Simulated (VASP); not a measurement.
# Al3P5 (Pm-3m) in VASP: a series of runs

Runs on Al3P5. Level: PBE. Tasks: single point.

Program: VASP 6.6.1. These are calculated values, not measurements. Logs are shortened: lines on timing, memory, paths and dates and some standing lists are left out, and cuts for length are marked.

### Step 1. The cell of the first run

The structure is cubic, space group Pm-3m (No. 221). Conventional cell: a = 5.049 Å, b = 5.049 Å, c = 5.049 Å, α = 90.00°, β = 90.00°, γ = 90.00°. Within 3.3 Å of Al (site symmetry 4/mmm) lie 6 P at 2.52 Å. Within 3.3 Å of P (site symmetry 4/mmm) lie 4 Al at 2.52 Å and 2 P at 2.52 Å. Within 3.3 Å of P (site symmetry m-3m) lie 6 P at 2.52 Å. Within 3.3 Å of P (site symmetry m-3m) lie 6 Al at 2.52 Å.

### Step 2. Single point, PBE

INCAR

```
SYSTEM = Al3P5
PREC = Accurate
ENCUT = 520
EDIFF = 1E-6
ISMEAR = 0
SIGMA = 0.1
LREAL = .FALSE.
LASPH = .TRUE.
NELM = 80
ALGO = Normal
ISIF = 2
LWAVE = .FALSE.
LCHARG = .FALSE.
GGA = PE
NBANDS = 27
```

KPOINTS

```
regular mesh
0
G
  4 4 4
  0 0 0
```

POSCAR

```
Al3P5
1.0
    5.0486495042      0.0000000000      0.0000000000
    0.0000000000      5.0486495042      0.0000000000
    0.0000000000      0.0000000000      5.0486495042
Al P
3 5
Direct
    0.5000000000      0.0000000000      0.0000000000
    0.0000000000      0.5000000000      0.0000000000
    0.0000000000      0.0000000000      0.5000000000
    0.0000000000      0.5000000000      0.5000000000
    0.5000000000      0.0000000000      0.5000000000
    0.5000000000      0.5000000000      0.0000000000
    0.5000000000      0.5000000000      0.5000000000
    0.0000000000      0.0000000000      0.0000000000
```

Potentials or basis: VASP PAW PBE potentials, release 64 (Al, P).

The run is started by

```
$ cat potpaw_PBE.64/Al/POTCAR potpaw_PBE.64/P/POTCAR > POTCAR
$ mpirun -np 1 vasp_std > vasp.out
```

OUTCAR:

```text
SYSTEM = Al3P5
   PREC = Accurate
   ENCUT = 520
   EDIFF = 1E-6
   ISMEAR = 0
   LREAL = .FALSE.
   LASPH = .TRUE.
   NELM = 80
   ISIF = 2
   GGA = PE

 ion  position               nearest neighbor table
   1  0.500  0.000  0.000-   5 2.52   6 2.52   8 2.52   5 2.52   6 2.52   8 2.52
   2  0.000  0.500  0.000-   4 2.52   6 2.52   8 2.52   4 2.52   8 2.52   6 2.52
   3  0.000  0.000  0.500-   4 2.52   5 2.52   8 2.52   8 2.52   4 2.52   5 2.52
   4  0.000  0.500  0.500-   2 2.52   3 2.52   7 2.52   2 2.52   3 2.52   7 2.52
   5  0.500  0.000  0.500-   1 2.52   3 2.52   7 2.52   1 2.52   7 2.52   3 2.52
   6  0.500  0.500  0.000-   1 2.52   2 2.52   7 2.52   7 2.52   1 2.52   2 2.52
   7  0.500  0.500  0.500-   4 2.52   5 2.52   6 2.52   6 2.52   5 2.52   4 2.52
   8  0.000  0.000  0.000-   1 2.52   2 2.52   3 2.52   3 2.52   2 2.52   1 2.52

  LATTYP: Found a simple cubic cell.
 ALAT       =     5.0486495042

  Lattice vectors:

 A1 = (   5.0486495042,   0.0000000000,   0.0000000000)
 A2 = (   0.0000000000,   5.0486495042,   0.0000000000)
 A3 = (   0.0000000000,   0.0000000000,   5.0486495042)

Analysis of symmetry for initial positions (statically):
=====================================================================
 Subroutine PRICEL returns:
 Original cell was already a primitive cell.

 Routine SETGRP: Setting up the symmetry group for a
 simple cubic supercell.

 Subroutine GETGRP returns: Found 48 space group operations
[... 9 lines left out ...]

 Routine SETGRP: Setting up the symmetry group for a
 simple cubic supercell.

 Subroutine GETGRP returns: Found 48 space group operations
[... 11 lines left out ...]
                                     Primitive cell

  volume of cell :     128.6843

  direct lattice vectors                    reciprocal lattice vectors
     5.048649504  0.000000000  0.000000000     0.198072772  0.000000000  0.000000000
     0.000000000  5.048649504  0.000000000     0.000000000  0.198072772  0.000000000
     0.000000000  0.000000000  5.048649504     0.000000000  0.000000000  0.198072772

  length of vectors
     5.048649504  5.048649504  5.048649504     0.198072772  0.198072772  0.198072772

  position of ions in fractional coordinates (direct lattice)
     0.500000000  0.000000000  0.000000000
     0.000000000  0.500000000  0.000000000
     0.000000000  0.000000000  0.500000000
     0.000000000  0.500000000  0.500000000
     0.500000000  0.000000000  0.500000000
     0.500000000  0.500000000  0.000000000
     0.500000000  0.500000000  0.500000000
     0.000000000  0.000000000  0.000000000

  ion indices of the primitive-cell ions
   primitive index   ion index
                 1           1
                 2           2
                 3           3
                 4           4
                 5           5
                 6           6
                 7           7
                 8           8

----------------------------------------------------------------------------------------

 KPOINTS: regular mesh

Automatic generation of k-mesh.
 Grid dimensions read from file:
 generate k-points for:    4    4    4

 Generating k-lattice:

  Cartesian coordinates                     Fractional coordinates (reciprocal lattice)
     0.049518193  0.000000000  0.000000000     0.250000000  0.000000000  0.000000000
     0.000000000  0.049518193  0.000000000     0.000000000  0.250000000  0.000000000
     0.000000000  0.000000000  0.049518193     0.000000000  0.000000000  0.250000000

  Length of vectors
     0.049518193  0.049518193  0.049518193

  Shift w.r.t. Gamma in fractional coordinates (k-lattice)
     0.000000000  0.000000000  0.000000000

 Subroutine IBZKPT returns following result:
 ===========================================

 Found     10 irreducible k-points:

 Following reciprocal coordinates:
            Coordinates               Weight
  0.000000  0.000000  0.000000      1.000000
  0.250000  0.000000  0.000000      6.000000
  0.500000  0.000000  0.000000      3.000000
  0.250000  0.250000  0.000000     12.000000
  0.500000  0.250000  0.000000     12.000000
  0.500000  0.500000  0.000000      3.000000
  0.250000  0.250000  0.250000      8.000000
  0.500000  0.250000  0.250000     12.000000
  0.500000  0.500000  0.250000      6.000000
  0.500000  0.500000  0.500000      1.000000
   k-points           NKPTS =     10   k-points in BZ     NKDIM =     10   number of bands    NBANDS=     27
   number of dos      NEDOS =    301   number of ions     NIONS =      8
   total plane-waves  NPLWV =  64000
   dimension x,y,z NGX =    40 NGY =   40 NGZ =   40
   dimension x,y,z NGXF=    80 NGYF=   80 NGZF=   80
   ions per type =               3   5
   NGX,Y,Z   is equivalent  to a cutoff of  13.17, 13.17, 13.17 a.u.
   NGXF,Y,Z  is equivalent  to a cutoff of  26.34, 26.34, 26.34 a.u.
 SYSTEM =  Al3P5
   PREC   = accura    normal or accurate (medium, high low for compatibility)
   ISTART =      0    job   : 0-new  1-cont  2-samecut
   ICHARG =      2    charge: 1-file 2-atom 10-const
   ISPIN  =      1    spin polarized calculation?
   LNONCOLLINEAR =      F non collinear calculations
   LSORBIT =      F    spin-orbit coupling
   LASPH  =      T    aspherical Exc in radial PAW
   ENCUT  =  520.0 eV  38.22 Ry    6.18 a.u.   9.39  9.39  9.39*2*pi/ulx,y,z
   NELM   =     80;   NELMIN=  2; NELMDL= -5     # of ELM steps
   EDIFF  = 0.1E-05   stopping-criterion for ELM
   LREAL  =      F    real-space projection
   EDIFFG = 0.1E-04   stopping-criterion for IOM
   NSW    =      0    number of steps for IOM
   IBRION =     -1    ionic relax: 0-MD 1-quasi-New 2-CG
   NFREE  =      0    steps in history (QN), initial steepest desc. (CG)
   ISIF   =      2    stress and relaxation
   ISYM   =      2    0-nonsym 1-usesym 2-fastsym
   POTIM  = 0.5000    time-step for ionic-motion
   TEBEG  =    0.0;   TEEND  =   0.0 temperature during run
   PSTRESS=    0.0 pullay stress
   NELECT =      34.0000    total number of electrons
   NUPDOWN=      -1.0000    fix difference up-down
   EMIN   =  10.00;   EMAX   =-10.00  energy-range for DOS
   EFERMI =   0.00;   METHOD = LEGACY
   ISMEAR =     0;   SIGMA  =   0.10  broadening in eV -4-tet -1-fermi 0-gaus
   EFERMI_NEDOS =   21; number of points for ismear=-14 and -15
   IALGO  =     38    algorithm
   IMIX   =      4    mixing-type and parameters
     AMIX     =   0.40;   BMIX     =  1.00
     AMIX_MAG =   1.60;   BMIX_MAG =  1.00
  volume/ion in A,a.u.               =      16.09       108.55
  Fermi-wavevector in a.u.,A,eV,Ry     =   1.050492  1.985141 15.014472  1.103533
  Thomas-Fermi vector in A             =   2.185497
   LORBIT       =      0    0 simple, 1 ext, 2 COOP (PROOUT), +10 PAW based schemes
   GGA     = PE    functional components
   LHFCALC =     F    Hartree Fock is set to
   AEXX    =    0.0000 exact exchange contribution
   IVDW    =     0    specifies the selected vdW correction
   LEPSILON=     F    determine dielectric tensor
   LRPA    =     F    only Hartree local field effects (RPA)
 non-spin polarized calculation
 Gauss-broadening in eV      SIGMA  =   0.10
  energy-cutoff  :      520.00
  volume of cell :      128.68
 maximum number of plane-waves:      3495
 NGX is ok and might be reduce to    40
   NGX = 19   NGY = 19   NGZ = 19

 number of electron      33.9999991 magnetization

 Free energy of the ion-electron system (eV)
  ---------------------------------------------------
  ext. energy  EPLUGINS =         0.00000000
  ---------------------------------------------------
  free energy    TOTEN  =       -39.39447034 eV

  energy without entropy =      -39.36537289  energy(sigma->0) =      -39.37992162

 E-fermi :   7.9074     XC(G=0): -10.5699

 val. band max:        7.8682069300   @ k =   0.2500   0.2500   0.0000
 cond. band min:       7.9598400280   @ k =   0.5000   0.2500   0.2500
 fundamental gap:      0.0916330980
 Fermi energy:         7.9073903251

 k-point     1 :       0.0000    0.0000    0.0000
  band No.  band energies     occupation
      1      -6.2579      2.00000
      2      -2.7981      2.00000
      3      -2.0393      2.00000
      4      -2.0393      2.00000
      5       1.1298      2.00000
      6       1.1298      2.00000
[... 19 lines left out ...]
     26      13.3809      0.00000
     27      14.3157      0.00000

 k-point     2 :       0.2500    0.0000    0.0000
  band No.  band energies     occupation
      1      -5.9676      2.00000
      2      -3.4135      2.00000
      3      -2.2183      2.00000
      4      -1.9329      2.00000
      5       0.3888      2.00000
      6       1.4068      2.00000
[... 19 lines left out ...]
     26      14.2096      0.00000
     27      14.2709      0.00000

 k-point     3 :       0.5000    0.0000    0.0000
  band No.  band energies     occupation
      1      -5.4320      2.00000
      2      -4.3867      2.00000
      3      -1.8925      2.00000
      4      -1.8143      2.00000
      5      -0.3808      2.00000
      6       1.9332      2.00000
[... 19 lines left out ...]
     26      14.2639      0.00000
     27      14.4799      0.00000

 k-point     4 :       0.2500    0.2500    0.0000
  band No.  band energies     occupation
      1      -5.6796      2.00000
      2      -3.3093      2.00000
      3      -2.8851      2.00000
      4      -2.0371      2.00000
      5      -0.2774      2.00000
      6       1.6774      2.00000
[... 19 lines left out ...]
     26      13.4846      0.00000
     27      13.7296      0.00000
[... 96 lines left out ...]
      4      -2.4931      2.00000
      5      -1.6693      2.00000
      6       0.9185      2.00000
[... 19 lines left out ...]
     26      12.8235      0.00000
     27      12.9456      0.00000

 k-point     9 :       0.5000    0.5000    0.2500
  band No.  band energies     occupation
      1      -4.3512      2.00000
      2      -3.2546      2.00000
      3      -3.2546      2.00000
      4      -3.0330      2.00000
      5      -1.8118      2.00000
      6       1.0077      2.00000
[... 19 lines left out ...]
     26      12.0218      0.00000
     27      12.4703      0.00000

 k-point    10 :       0.5000    0.5000    0.5000
  band No.  band energies     occupation
      1      -3.6368      2.00000
      2      -3.0595      2.00000
      3      -3.0595      2.00000
      4      -3.0595      2.00000
      5      -2.8168      2.00000
      6       0.2501      2.00000
[... 19 lines left out ...]
     26      11.1184      0.00000
     27      11.1184      0.00000

------------------------ aborting loop because EDIFF is reached ----------------------------------------

  FORCE on cell =-STRESS in cart. coord.  units (eV):
  Direction    XX          YY          ZZ          XY          YZ          ZX
  --------------------------------------------------------------------------------------
  -------------------------------------------------------------------------------------
  Total       -0.1089319     -0.1089319     -0.1089319     -0.0000000      0.0000000     -0.0000000
  in kB       -1.3562502     -1.3562502     -1.3562502     -0.0000000      0.0000000     -0.0000000
  external PRESSURE =      -1.3562502 kB  Pullay stress =       0.0000000 kB

 VOLUME and BASIS-vectors are now :
 -----------------------------------------------------------------------------
  energy-cutoff  :      520.00
  volume of cell :      128.68
      direct lattice vectors                 reciprocal lattice vectors
     5.048649504  0.000000000  0.000000000     0.198072772  0.000000000  0.000000000
     0.000000000  5.048649504  0.000000000     0.000000000  0.198072772  0.000000000
     0.000000000  0.000000000  5.048649504     0.000000000  0.000000000  0.198072772

 POSITION                                       TOTAL-FORCE (eV/Angst)
 -----------------------------------------------------------------------------------
      2.52432      0.00000      0.00000         0.000000      0.000000      0.000000
      0.00000      2.52432      0.00000         0.000000      0.000000      0.000000
      0.00000      0.00000      2.52432         0.000000      0.000000      0.000000
      0.00000      2.52432      2.52432         0.000000      0.000000      0.000000
      2.52432      0.00000      2.52432         0.000000      0.000000      0.000000
      2.52432      2.52432      0.00000         0.000000      0.000000      0.000000
      2.52432      2.52432      2.52432         0.000000      0.000000      0.000000
      0.00000      0.00000      0.00000         0.000000      0.000000      0.000000
 -----------------------------------------------------------------------------------
    total drift:                                0.000000     -0.000000     -0.000000

  FREE ENERGIE OF THE ION-ELECTRON SYSTEM (eV)
  ---------------------------------------------------
  free  energy   TOTEN  =       -39.3944703418 eV

  energy  without entropy=      -39.3653728932  energy(sigma->0) =      -39.37992162
```

Wall time 13 s (1 thread of Intel Xeon 6975P-C (Granite Rapids), shared host); peak memory 0.24 GiB.

Results:

```yaml
Free_energy: -39.3945 eV
Pressure: -0.1 GPa
Band_gap_on_the_k_mesh: zero (band 17 reaches 8.14 eV, above the bottom of band 18 at 7.31 eV)
```

Levels at points of the mesh, in eV from the Fermi level:
| k point | band 13 | band 14 | band 15 | band 16 | band 17 | band 18 | band 19 | band 20 | band 21 | band 22 |
| --- | --- | --- | --- | --- | --- | --- | --- | --- | --- | --- |
| (0.00, 0.00, 0.00) | -2.88 | -2.88 | -1.70 | -1.70 | -0.27 | -0.27 | -0.27 | 1.84 | 1.84 | 1.84 |
| (0.50, 0.00, 0.00) | -2.46 | -2.46 | -1.80 | -1.80 | -0.68 | -0.60 | 2.27 | 2.88 | 3.01 | 3.07 |
| (0.50, 0.50, 0.00) | -1.41 | -1.41 | -0.97 | -0.88 | 0.09 | 0.50 | 0.50 | 2.31 | 3.17 | 3.17 |
| (0.50, 0.50, 0.50) | -0.64 | -0.62 | -0.62 | -0.62 | -0.33 | -0.33 | -0.33 | 1.38 | 3.09 | 3.09 |

### Step 3. Single point, PBE

This run uses another cell than the first one, of 20.71 Å³/atom, 1.287 times its volume.

INCAR

```
PREC     = Accurate       # precision mode
ENCUT    = 520            # plane-wave cutoff, eV
EDIFF    = 1E-6           # SCF threshold, eV
ISMEAR   = 0              # smearing method
SIGMA    = 0.1            # smearing width, eV
LREAL    = False          # projectors in reciprocal space
LASPH    = True           # aspherical terms in the spheres
NELM     = 80             # most SCF steps
ALGO     = Normal         # electronic algorithm
ISIF     = 2              # what is computed and relaxed
LWAVE    = False          # write WAVECAR
LCHARG   = True           # write CHGCAR
GGA      = PE             # functional
LELF     = True           # ELF
LVHAR    = True         
NBANDS   = 27             # bands
```

KPOINTS

```
regular mesh
0
Gamma
  4 4 4
```

Edit POSCAR of step 2 so:

```diff
@@ -2,5 +2,5 @@
 1.0
-    5.0486495042      0.0000000000      0.0000000000
-    0.0000000000      5.0486495042      0.0000000000
-    0.0000000000      0.0000000000      5.0486495042
+    5.4922964700      0.0000000000      0.0000000000
+    0.0000000000      5.4922964700      0.0000000000
+    0.0000000000      0.0000000000      5.4922964700
 Al P
```

Potentials or basis: VASP PAW PBE potentials, release 64 (Al, P).

The run is started by

```
$ cat potpaw_PBE.64/Al/POTCAR potpaw_PBE.64/P/POTCAR > POTCAR
$ mpirun -np 1 vasp_std > vasp.out
```

It took 19 s on 1 thread of Intel Xeon 6975P-C (Granite Rapids), shared host; peak memory 0.26 GiB.

It converged, with:

```yaml
Free_energy: -37.1760 eV
Pressure: -15.2 GPa
Band_gap_on_the_k_mesh: zero (band 17 reaches 5.19 eV, above the bottom of band 18 at 4.47 eV)
```

Levels at points of the mesh, in eV from the Fermi level:
| k point | band 13 | band 14 | band 15 | band 16 | band 17 | band 18 | band 19 | band 20 | band 21 | band 22 |
| --- | --- | --- | --- | --- | --- | --- | --- | --- | --- | --- |
| (0.00, 0.00, 0.00) | -2.15 | -2.15 | -2.09 | -2.09 | -0.25 | -0.25 | -0.25 | 0.39 | 2.92 | 2.92 |
| (0.50, 0.00, 0.00) | -1.80 | -1.80 | -1.32 | -1.32 | -0.56 | -0.43 | 1.68 | 2.11 | 2.22 | 3.97 |
| (0.50, 0.50, 0.00) | -0.95 | -0.95 | -0.52 | -0.45 | 0.00 | 0.38 | 0.38 | 2.06 | 2.76 | 2.76 |
| (0.50, 0.50, 0.50) | -0.35 | -0.35 | -0.29 | -0.29 | -0.19 | -0.19 | -0.19 | 0.62 | 2.70 | 2.79 |

### Step 4. Single point, PBE

INCAR

```
PREC = Accurate ; ENCUT = 520
EDIFF = 1E-6 ; ISMEAR = 0
SIGMA = 0.1 ; LREAL = F
LASPH = T ; NELM = 60
ALGO = Normal ; ISIF = 2
LWAVE = F ; LCHARG = T
GGA = PE ; LELF = T
LVHAR = T ; NBANDS = 27
```

KPOINTS

```
Automatic mesh
0
Gamma
  8 8 8
```

Edit POSCAR of step 3 so:

```diff
@@ -2,5 +2,5 @@
 1.0
-    5.4922964700      0.0000000000      0.0000000000
-    0.0000000000      5.4922964700      0.0000000000
-    0.0000000000      0.0000000000      5.4922964700
+    5.0474462764      0.0000000000      0.0000000000
+    0.0000000000      5.0474462764      0.0000000000
+    0.0000000000      0.0000000000      5.0474462764
 Al P
```

The run is started by

```
$ cat potpaw_PBE.64/Al/POTCAR potpaw_PBE.64/P/POTCAR > POTCAR
$ mpirun -np 1 vasp_std > vasp.out
```

It took 41 s on 1 thread of Intel Xeon 6975P-C (Granite Rapids), shared host; peak memory 0.28 GiB.

Results (log left out):

```yaml
Free_energy: -39.6789 eV
Pressure: -0.1 GPa
Band_gap_on_the_k_mesh: zero (band 17 reaches 8.10 eV, above the bottom of band 18 at 7.25 eV)
```

Levels at points of the mesh, in eV from the Fermi level:
```
           k point  band 15  band 16  band 17  band 18  band 19  band 20
(0.00, 0.00, 0.00)    -1.59    -1.59    -0.16    -0.16    -0.16     1.93
(0.50, 0.00, 0.00)    -1.68    -1.68    -0.63    -0.55     2.38     2.98
(0.50, 0.50, 0.00)    -0.94    -0.79     0.14     0.58     0.58     2.44
(0.50, 0.50, 0.50)    -0.48    -0.48    -0.31    -0.31    -0.31     1.43
```

### Step 5. Single point, PBE

INCAR

```
ALGO     = Normal         # electronic algorithm
EDIFF    = 1E-6           # SCF threshold, eV
ENCUT    = 520            # plane-wave cutoff, eV
GGA      = PE             # functional
ISIF     = 2              # what is computed and relaxed
ISMEAR   = 0              # smearing method
LASPH    = T              # aspherical terms in the spheres
LCHARG   = F              # write CHGCAR
LREAL    = F              # projectors in reciprocal space
LWAVE    = F              # write WAVECAR
NBANDS   = 27             # bands
NELM     = 100            # most SCF steps
PREC     = Accurate       # precision mode
SIGMA    = 0.1            # smearing width, eV
```

KPOINTS

```
k-points
0
Gamma
  8 8 8
```

Edit POSCAR of step 4 so:

```diff
@@ -2,5 +2,5 @@
 1.0
-    5.0474462764      0.0000000000      0.0000000000
-    0.0000000000      5.0474462764      0.0000000000
-    0.0000000000      0.0000000000      5.0474462764
+    5.0474566258      0.0000000000      0.0000000000
+    0.0000000000      5.0474566258      0.0000000000
+    0.0000000000      0.0000000000      5.0474566258
 Al P
```

The run is started by

```
$ cat potpaw_PBE.64/Al/POTCAR potpaw_PBE.64/P/POTCAR > POTCAR
$ mpirun -np 1 vasp_std > vasp.out
```

Run time: 43 s. Hardware: 1 thread of Intel Xeon 6975P-C (Granite Rapids), shared host; peak memory 0.27 GiB.

It converged, with:

```
Free energy            : -39.6789 eV
Pressure               : -0.1 GPa
Band gap on the k mesh : zero (band 17 reaches 8.10 eV, above the bottom of band 18 at 7.25 eV)
```

Levels at points of the mesh, in eV from the Fermi level:
```
           k point  band 15  band 16  band 17  band 18  band 19  band 20
(0.00, 0.00, 0.00)    -1.59    -1.59    -0.16    -0.16    -0.16     1.93
(0.50, 0.00, 0.00)    -1.68    -1.68    -0.63    -0.55     2.38     2.98
(0.50, 0.50, 0.00)    -0.94    -0.79     0.14     0.58     0.58     2.44
(0.50, 0.50, 0.50)    -0.48    -0.48    -0.31    -0.31    -0.31     1.43
```

### Step 6. Summary

```csv
cell,k mesh,gap on the mesh (eV),pressure (GPa)
"a = 5.049 Å, 8 atoms",4 × 4 × 4,none,-0.1
"a = 5.492 Å, 8 atoms",4 × 4 × 4,none,-15.2
"a = 5.047 Å, 8 atoms",8 × 8 × 8,none,-0.1
```

Alike in all rows: task single point; level PBE; potentials or basis VASP PAW PBE potentials, release 64 (Al, P); no spin polarisation; cutoff (eV) 520; smearing gaussian 0.1 eV.

Total energies depend on the potentials used, so only differences within one code and one set of settings carry meaning.
